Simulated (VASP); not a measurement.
**Zn: relaxation of shape and atoms at fixed volume with PBE**

Crystal: Zn.

```
Zn
1.0
     2.57704    0.00000    0.00000
    -1.28852    2.23178    0.00000
     0.00000    0.00000    4.69376
Zn
2
Direct
  0.33333 0.66667 0.25000
  0.66667 0.33333 0.75000
```

```json
{
 "Program": "VASP 6.6.1",
 "Task": "relaxation of shape and atoms at fixed volume",
 "Functional": "PBE",
 "Potentials or basis": "VASP PAW PBE potentials, release 64 (Zn)",
 "Cutoff": "600 eV",
 "k mesh": "18 × 18 × 8",
 "Occupations": "gaussian, width 0.1 eV",
 "Spin": "no spin polarisation",
 "Dipole correction": "no",
 "Further INCAR settings": "ALGO = Normal; EDIFF = 1e-06; IBRION = 2; EDIFFG = -0.01; NSW = 50; ISIF = 4"
}
```

```json
{
 "Energy gained by relaxing": "0.4 meV/atom",
 "Ionic steps": "4",
 "Pressure after relaxing": "11.1 GPa",
 "Band gap on the k mesh": "zero (bands 12 and 13 overlap by 3.89 eV)"
}
```

Stress tensor (GPa, compression positive):
```
11.03  0.00  0.00
 0.00 11.03  0.00
 0.00  0.00 11.16
```

Step by step:
| step | energy change (eV) | largest force (eV/Å) | pressure (GPa) | volume (Å³) |
| --- | --- | --- | --- | --- |
| 1 | 0.0000 | 0.0000 | 11.54 | 27.00 |
| 2 | -0.0006 | 0.0000 | 11.45 | 27.00 |
| 3 | -0.0010 | 0.0000 | 11.30 | 27.00 |
| 4 | -0.0009 | 0.0000 | 11.07 | 27.00 |

Final structure:
```
Zn
1.0
     2.59962    0.00000    0.00000
    -1.29981    2.25134    0.00000
     0.00000    0.00000    4.61258
Zn
2
Direct
  0.33333 0.66667 0.25000
  0.66667 0.33333 0.75000
```

Levels at points of the mesh, in eV from the Fermi level:
| k point | band 10 | band 11 | band 12 | band 13 | band 14 | band 15 |
| --- | --- | --- | --- | --- | --- | --- |
| (0.00, 0.00, 0.00) | -7.38 | -7.38 | -4.11 | -2.46 | 16.35 | 17.97 |
| (0.50, 0.00, 0.00) | -7.19 | -3.48 | -2.55 | 3.17 | 3.60 | 5.04 |
| (0.00, 0.00, 0.50) | -7.50 | -7.50 | -7.50 | 5.86 | 5.86 | 19.52 |
| (0.50, 0.00, 0.50) | -7.20 | -2.42 | -2.42 | 0.14 | 0.14 | 11.55 |

Wall time 4 min on 1 thread of Intel Xeon 8259CL, on a shared host, peak memory 0.22 GiB.
